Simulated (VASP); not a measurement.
# Sb (Pm-3m) in VASP: further runs, part 2 of 2

VASP 6.6.1. The steps go on from the part before.

**4. Single point, PBE**

The input, INCAR:

```
SYSTEM = Sb
ALGO     = Normal         ! electronic algorithm
EDIFF    = 1E-7           ! SCF threshold, eV
ENCUT    = 520            ! plane-wave cutoff, eV
GGA      = PE             ! functional
ISIF     = 2              ! what is computed and relaxed
ISMEAR   = 0              ! smearing method
LASPH    = .True.         ! aspherical terms in the spheres
LCHARG   = .False.        ! write CHGCAR
LREAL    = .False.        ! projectors in reciprocal space
LWAVE    = .False.        ! write WAVECAR
NBANDS   = 8              ! bands
NELM     = 60             ! most SCF steps
PREC     = Accurate       ! precision mode
SIGMA    = 0.025          ! smearing width, eV
```

The input, KPOINTS:

```
k-points
0
Gamma
  8 8 8
  0 0 0
```

The input, POSCAR:

```
Sb
1.0
    3.1600000000      0.0000000000      0.0000000000
    0.0000000000      3.1600000000      0.0000000000
    0.0000000000      0.0000000000      3.1600000000
Sb
1
Direct
    0.0000000000      0.0000000000      0.0000000000
```

Potentials or basis: VASP PAW PBE potentials, release 64 (Sb).

The run is started by

```console
$ cat potpaw_PBE.64/Sb/POTCAR > POTCAR
$ mpirun -np 1 vasp_std > vasp.out
```

OUTCAR:

```text
SYSTEM = Sb
   EDIFF = 1E-7
   ENCUT = 520
   GGA = PE
   ISIF = 2
   ISMEAR = 0
   LASPH = .True.
   LREAL = .False.
   NELM = 60
   PREC = Accurate

 ion  position               nearest neighbor table
   1  0.000  0.000  0.000-

  LATTYP: Found a simple cubic cell.
 ALAT       =     3.1600000000

  Lattice vectors:

 A1 = (   3.1600000000,   0.0000000000,   0.0000000000)
 A2 = (   0.0000000000,   3.1600000000,   0.0000000000)
 A3 = (   0.0000000000,   0.0000000000,   3.1600000000)

Analysis of symmetry for initial positions (statically):
=====================================================================
 Subroutine PRICEL returns:
 Original cell was already a primitive cell.

 Routine SETGRP: Setting up the symmetry group for a
 simple cubic supercell.

 Subroutine GETGRP returns: Found 48 space group operations
 (whereof 48 operations were pure point group operations)
 out of a pool of 48 trial point group operations.

The static configuration has the point symmetry O_h .

Analysis of symmetry for dynamics (positions and initial velocities):
=====================================================================
 Subroutine PRICEL returns:
 Original cell was already a primitive cell.

 Routine SETGRP: Setting up the symmetry group for a
 simple cubic supercell.

 Subroutine GETGRP returns: Found 48 space group operations
 (whereof 48 operations were pure point group operations)
 out of a pool of 48 trial point group operations.

The dynamic configuration has the point symmetry O_h .

 Subroutine INISYM returns: Found 48 space group operations
 (whereof 48 operations are pure point group operations),
 and found     1 'primitive' translations

----------------------------------------------------------------------------------------

                                     Primitive cell

[... 102 lines left out ...]
   EFERMI =   0.00;   METHOD = LEGACY
   ISMEAR =     0;   SIGMA  =   0.03  broadening in eV -4-tet -1-fermi 0-gaus
   EFERMI_NEDOS =   21; number of points for ismear=-14 and -15
   IALGO  =     38    algorithm
   IMIX   =      4    mixing-type and parameters
     AMIX     =   0.40;   BMIX     =  1.00
     AMIX_MAG =   1.60;   BMIX_MAG =  1.00
  volume/ion in A,a.u.               =      31.55       212.94
  Fermi-wavevector in a.u.,A,eV,Ry     =   0.885886  1.674081 10.677766  0.784794
  Thomas-Fermi vector in A             =   2.006979
   LORBIT       =      0    0 simple, 1 ext, 2 COOP (PROOUT), +10 PAW based schemes
   GGA     = PE    functional components
   LHFCALC =     F    Hartree Fock is set to
   AEXX    =    0.0000 exact exchange contribution
   IVDW    =     0    specifies the selected vdW correction
   LEPSILON=     F    determine dielectric tensor
   LRPA    =     F    only Hartree local field effects (RPA)
 non-spin polarized calculation
 Gauss-broadening in eV      SIGMA  =   0.03
  energy-cutoff  :      520.00
  volume of cell :       31.55
 maximum number of plane-waves:       876
 NGX is ok and might be reduce to    24
   NGX = 11   NGY = 11   NGZ = 11

 number of electron       5.0000001 magnetization

 Free energy of the ion-electron system (eV)
  ---------------------------------------------------
  ext. energy  EPLUGINS =         0.00000000
  ---------------------------------------------------
  free energy    TOTEN  =        -4.06391202 eV

  energy without entropy =       -4.06259692  energy(sigma->0) =       -4.06325447

 E-fermi :   6.3864     XC(G=0):  -9.3891

 val. band max:        6.3845407076   @ k =   0.3750   0.2500   0.1250
 cond. band min:       6.6204762861   @ k =   0.2500   0.2500   0.2500
 fundamental gap:      0.2359355784
 Fermi energy:         6.3863903833

 k-point     1 :       0.0000    0.0000    0.0000
  band No.  band energies     occupation
      1      -5.5254      2.00000
      2       9.5669      0.00000
      3       9.5669      0.00000
      4       9.5669      0.00000
      5      13.3114      0.00000
      6      13.3114      0.00000
      7      14.3653      0.00000
      8      23.7582      0.00000
[... 243 lines left out ...]
 k-point    24 :       0.5000    0.3750    0.1250
  band No.  band energies     occupation
      1      -1.3386      2.00000
      2       2.9473      2.00000
      3       4.4428      2.00000
      4       9.8677      0.00000
      5      11.0567      0.00000
      6      16.0532      0.00000
      7      17.3341      0.00000
      8      20.0487      0.00000

 [... further k-points ...]
[... 5 lines left out ...]
  --------------------------------------------------------------------------------------
  -------------------------------------------------------------------------------------
  Total       -0.4521129     -0.4521129     -0.4521129     -0.0000000      0.0000000      0.0000000
  in kB      -22.9560005    -22.9560005    -22.9560005     -0.0000000      0.0000000      0.0000000
  external PRESSURE =     -22.9560005 kB  Pullay stress =       0.0000000 kB

 VOLUME and BASIS-vectors are now :
 -----------------------------------------------------------------------------
  energy-cutoff  :      520.00
  volume of cell :       31.55
      direct lattice vectors                 reciprocal lattice vectors
     3.160000000  0.000000000  0.000000000     0.316455696  0.000000000  0.000000000
     0.000000000  3.160000000  0.000000000     0.000000000  0.316455696  0.000000000
     0.000000000  0.000000000  3.160000000     0.000000000  0.000000000  0.316455696

 POSITION                                       TOTAL-FORCE (eV/Angst)
 -----------------------------------------------------------------------------------
      0.00000      0.00000      0.00000         0.000000      0.000000      0.000000
 -----------------------------------------------------------------------------------
    total drift:                                0.000000      0.000000      0.000000

  FREE ENERGIE OF THE ION-ELECTRON SYSTEM (eV)
  ---------------------------------------------------
  free  energy   TOTEN  =        -4.0639120238 eV

  energy  without entropy=       -4.0625969232  energy(sigma->0) =       -4.06325447
```

OSZICAR:

```text
N       E                     dE             d eps       ncg     rms          rms(c)
DAV:   1     0.571044590018E+01    0.57104E+01   -0.14919E+03   560   0.388E+02
DAV:   2    -0.394062601971E+01   -0.96511E+01   -0.91322E+01   784   0.518E+01
DAV:   3    -0.405894261558E+01   -0.11832E+00   -0.11832E+00   664   0.667E+00
DAV:   4    -0.405948444725E+01   -0.54183E-03   -0.54183E-03   864   0.555E-01
DAV:   5    -0.405948640652E+01   -0.19593E-05   -0.19592E-05   696   0.204E-02    0.174E+00
DAV:   6    -0.406206396078E+01   -0.25776E-02   -0.10868E-03   704   0.204E-01    0.103E+00
DAV:   7    -0.406385911841E+01   -0.17952E-02   -0.25602E-03   584   0.309E-01    0.768E-02
DAV:   8    -0.406390874711E+01   -0.49629E-04   -0.82404E-05   752   0.618E-02    0.621E-03
DAV:   9    -0.406391166004E+01   -0.29129E-05   -0.22748E-06   736   0.973E-03    0.201E-03
DAV:  10    -0.406391206845E+01   -0.40841E-06   -0.84352E-07   704   0.479E-03    0.767E-04
DAV:  11    -0.406391202384E+01    0.44609E-07   -0.12477E-08   472   0.698E-04
   1 F= -.40639120E+01 E0= -.40632545E+01  d E =-.131510E-02
```

Wall time 2.9 s (1 thread of Intel Xeon 6975P-C (Granite Rapids), shared host); peak memory 0.13 GiB.

What came out:

```
Free energy : -4.0639 eV
Pressure    : -2.3 GPa
```

Levels at points of the mesh, in eV from the Fermi level:
| k point | band 1 | band 2 | band 3 | band 4 | band 5 | band 6 | band 7 |
| --- | --- | --- | --- | --- | --- | --- | --- |
| (0.00, 0.00, 0.00) | -11.91 | 3.18 | 3.18 | 3.18 | 6.93 | 6.93 | 7.98 |
| (0.50, 0.00, 0.00) | -9.69 | -5.14 | 5.01 | 5.01 | 8.90 | 10.50 | 11.16 |
| (0.50, 0.50, 0.00) | -7.36 | -3.23 | -3.23 | 2.44 | 6.84 | 12.45 | 13.14 |
| (0.50, 0.50, 0.50) | -4.79 | -1.45 | -1.45 | -1.45 | 4.97 | 4.97 | 4.97 |

Caveat: spin-orbit coupling is left out, which moves the levels of the heavy elements.

**5. The runs side by side**

| smearing | gap on the mesh (eV) | pressure (GPa) |
| --- | --- | --- |
| gaussian 0.016 eV | none | -2.3 |
| gaussian 0.02 eV | none | -2.3 |
| gaussian 0.025 eV | none | -2.3 |

Alike in all rows: task single point; level PBE; potentials or basis VASP PAW PBE potentials, release 64 (Sb); no spin polarisation; cell as given; k mesh 8 × 8 × 8; cutoff (eV) 520.

Every run on the cell as given and a fine mesh finds a metal.

Caveats: spin-orbit coupling is left out, which moves the levels of the heavy elements.

Absolute energies hang on the potentials; compare differences alone.
